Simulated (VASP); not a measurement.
Input of a VASP 6.6.1 run:

Contents of INCAR:

```
PREC = Accurate
ENCUT = 520
EDIFF = 1E-6
ISMEAR = 0
SIGMA = 0.05
LREAL = F
LASPH = T
NELM = 60
ALGO = Normal
ISIF = 2
LWAVE = F
LCHARG = T
GGA = PE
LELF = T
LVHAR = T
NBANDS = 20
```

The input KPOINTS:

```
regular mesh
0
Gamma
  8 8 8
```

File POSCAR:

```
CdF2
1.0
    0.0000000000      2.6940000000      2.6940000000
    2.6940000000      0.0000000000      2.6940000000
    2.6940000000      2.6940000000      0.0000000000
Cd F
1 2
Direct
    0.0281281451      0.0281281451      0.0281281451
    0.2500000000      0.2500000000      0.2500000000
    0.7500000000      0.7500000000      0.7500000000
```

Potentials or basis: VASP PAW PBE potentials, release 64 (Cd, F).

Command:

```bash
$ cat potpaw_PBE.64/Cd/POTCAR potpaw_PBE.64/F/POTCAR > POTCAR
$ mpirun -np 1 vasp_std > vasp.out
```

(1) Estimate the largest force.

(2) What does it give for the band gap on the k mesh?

(3) Predict the pressure.

Results:

(1) 2.083 eV/Å.

(2) 3.12 eV, indirect (least direct gap 3.60 eV).

(3) 10.5 GPa.

Caveat: the cell differs from its parent crystal (all Cd atoms moved +0.263 Å, as atom 1 along Cartesian [1 1 1]); forces of over 1 eV/Å act on the atoms, so gaps and moduli don't describe the material at rest.
